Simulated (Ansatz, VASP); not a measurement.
# One calculation of Cu5Mo, two programs

```
CELL_PARAMETERS angstrom
4.97745 0.00000 0.00000
-2.48873 4.31060 0.00000
0.00000 0.00000 7.15143
ATOMIC_POSITIONS crystal
Cu 0.50000 0.00000 0.50000
Cu 0.00000 0.50000 0.50000
Cu 0.50000 0.50000 0.50000
Cu 0.00000 0.00000 0.83463
Cu 0.00000 0.00000 0.16537
Mo 0.00000 0.00000 0.50000
```

Alike in both runs: functional PBE; k mesh 5 × 5 × 3; occupations gaussian, width 0.2 eV; no spin polarisation.

Ansatz relaxed the structure, and its values are those at the end. VASP's run is a single point on that final structure, the one shown.

|  | VASP | Ansatz |
| --- | --- | --- |
| version | VASP 6.6.1 | Ansatz 0.2.0 |
| potentials or method | VASP PAW PBE potentials, release 64 (Cu, Mo_sv), cutoff 600 eV | scalar-relativistic, plane waves, PAW |
| valence electrons in the cell | 69 | 109 |

VASP gave:

| Quantity | Value |
| --- | --- |
| gap on the k mesh at the Fermi level (eV) | none |
| pressure (GPa) | 0.1 |
| rms of the force components (eV/Å) | 0.002 |

Q: Estimate Ansatz's values.

A: gap on the k mesh at the Fermi level (eV): none; pressure (GPa): -0.2; rms of the force components (eV/Å): 0.005.

A gap of «none» marks a metal or a gap that the smearing closes. With one functional, cell and mesh, what is left measures potentials, basis and numerics. VASP's potentials hold 69 valence electrons a cell and Ansatz's 109, so a difference there can come from the potentials and not from the codes.
